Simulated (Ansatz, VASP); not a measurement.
# KCl in VASP and in Ansatz

The input INCAR:

```
SYSTEM = KCl
  PREC = Accurate
  ENCUT = 520
  EDIFF = 1E-7
  ISMEAR = -1
  SIGMA = 0.02
  LREAL = .False.
  LASPH = .True.
  NELM = 80
  ALGO = Normal
  ISIF = 2
  LWAVE = .False.
  LCHARG = .False.
  GGA = PE
  NBANDS = 15
```

Contents of KPOINTS:

```
Automatic mesh
0
Gamma
  8 8 8
  0 0 0
```

POSCAR

```
KCl
1.0
    3.7711682906      0.0812686767      0.0000000000
    0.0812686767      3.7711682906      0.0000000000
    0.0000000000      0.0000000000      3.7711682906
K Cl
1 1
Direct
    0.0000000000      0.0000000000      0.0000000000
    0.5000000000      0.5000000000      0.5000000000
```

Input for Ansatz:

```yaml
crystal:
  lattice:
    - [3.7711682906, 0.0812686767, 0.0]
    - [0.0812686767, 3.7711682906, 0.0]
    - [0.0, 0.0, 3.7711682906]
  atoms:
    - { symbol: K, position: [0.0, 0.0, 0.0] }
    - { symbol: Cl, position: [0.5, 0.5, 0.5] }
kpoints:
  mp_grid: { grid: [8, 8, 8] }
  band_path:
    path: [[0.0, 0.0, 0.0], [0.0, 0.5, 0.0], [0.5, 0.5, 0.0], [0.5, 0.5, 0.5]]
    npoints: 1
hamiltonian:
  xc: pbe
scf:
  occupations: { method: fermi_dirac, width: 0.02 }
  n_extra_bands: 4
output:
  forces: true
  stress: true
  eigenvalues: true
```

Change from the starting cell: shear_xy strain +4.3%.

Alike in both runs: task single point; functional PBE; k mesh 8 × 8 × 8; occupations fermi-dirac, width 0.02 eV; no spin polarisation.

```csv
,VASP,Ansatz
version,VASP 6.6.1,Ansatz 0.2.0
potentials or method,"VASP PAW PBE potentials, release 64 (K_sv, Cl)","plane waves, PAW"
plane-wave cutoff (eV),520,420
valence electrons in the cell,16,16
```

|  | VASP | Ansatz | Ansatz less VASP |
| --- | --- | --- | --- |
| gap on the k mesh at the Fermi level (eV) | 5.03 | 5.03 | +0.002 |
| pressure (GPa) | 1.2 | 1.1 | -0.03 |
| traceless stress, the component that is largest in VASP (GPa) | -0.31 | -0.30 | +0.010 |

The functional is the same, so the differences come from potentials, cutoffs and numerics.
